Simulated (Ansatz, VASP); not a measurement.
Ca: VASP beside Ansatz

```
Ca
1.0
    -1.99571    1.99571    2.82194
     1.99571   -1.99571    2.82194
     1.99571    1.99571   -2.82194
Ca
1
Direct
  0.00000 0.00000 0.00000
```

Alike in both runs: task single point; functional PBEsol; k mesh 16 × 16 × 16; occupations gaussian, width 0.15 eV; no spin polarisation.

|  | VASP | Ansatz |
| --- | --- | --- |
| version | VASP 6.6.1 | Ansatz 0.2.0 |
| potentials or method | VASP PAW PBE potentials, release 64 (Ca_sv), cutoff 520 eV | scalar-relativistic, plane waves, PAW |
| valence electrons in the cell | 10 | 10 |

Ansatz gave:

| Item | Value |
| --- | --- |
| gap on the k mesh at the Fermi level (eV) | none |
| pressure (GPa) | -1.6 |

What did VASP give for the same quantities?

gap on the k mesh at the Fermi level (eV): none; pressure (GPa): -1.5.

VASP's potentials were made for PBE, not for PBEsol. A gap of «none» marks a metal or a gap that the smearing closes.
